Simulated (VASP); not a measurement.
PbF2:

```
Pb F
1.0
     0.00000    2.96366    2.96366
     2.96366    0.00000    2.96366
     2.96366    2.96366    0.00000
Pb F
1 2
Cartesian
  0.0000 0.0000 0.0000
  4.4455 4.4455 4.4455
  1.4818 1.4818 1.4818
```

```yaml
Program: VASP 6.6.1
Task: relaxation of cell and atoms
Functional: PBE
Potentials_or_basis: VASP PAW PBE potentials, release 64 (Pb_d, F)
Cutoff: 600 eV
k_mesh: 8 × 8 × 8
Occupations: fermi-dirac, width 0.05 eV
Spin: no spin polarisation
```

At the start: pressure 2.4 GPa; volume 17.35 Å³/atom.

**Question.** Where does the relaxation end?

**Answer.** Over 3 steps the energy falls by 4.4 meV/atom and the volume is 17.95 Å³/atom (+3.4 %); space group Fm-3m (No. 225, to 0.1 Å) before and after.

Step by step:
```
step  energy change (eV)  largest force (eV/Å)  pressure (GPa)  volume (Å³)
   1              0.0000                0.0000            2.44        52.06
   2             -0.0129                0.0000           -0.28        54.08
   3             -0.0131                0.0000            0.00        53.84
```

Final structure:
```
Pb F
1.0
     0.00000    2.99711    2.99711
     2.99711    0.00000    2.99711
     2.99711    2.99711    0.00000
Pb F
1 2
Cartesian
  0.0000 0.0000 0.0000
  4.4957 4.4957 4.4957
  1.4986 1.4986 1.4986
```
